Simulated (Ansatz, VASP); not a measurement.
## One calculation of MgO, two programs

```
Mg O
1.0
     0.00000    2.14160    2.14160
     2.14160    0.00000    2.14160
     2.14160    2.14160    0.00000
Mg O
1 1
Direct
  0.00000 0.00000 0.00000
  0.50000 0.50000 0.50000
```

Alike in both runs: task single point; functional PBE; k mesh 14 × 14 × 14; occupations gaussian, width 0.05 eV; no spin polarisation.

|  | VASP | Ansatz |
| --- | --- | --- |
| version | VASP 6.6.1 | Ansatz 0.2.0 |
| potentials or method | VASP PAW PBE potentials, release 64 (Mg, O), cutoff 520 eV | scalar-relativistic, plane waves, PAW |
| valence electrons in the cell | 8 | 16 |

Ansatz gave:

```
gap on the k mesh at the Fermi level (eV) : 4.27
least direct gap on the mesh (eV)         : 4.27
pressure (GPa)                            : -3.0
```

Which values does VASP return?

gap on the k mesh at the Fermi level (eV): 4.25; least direct gap on the mesh (eV): 4.25; pressure (GPa): -3.7.

The functional is the same, so the differences come from potentials, cutoffs and numerics. VASP's potentials hold 8 valence electrons a cell and Ansatz's 16, so a difference there can come from the potentials and not from the codes.
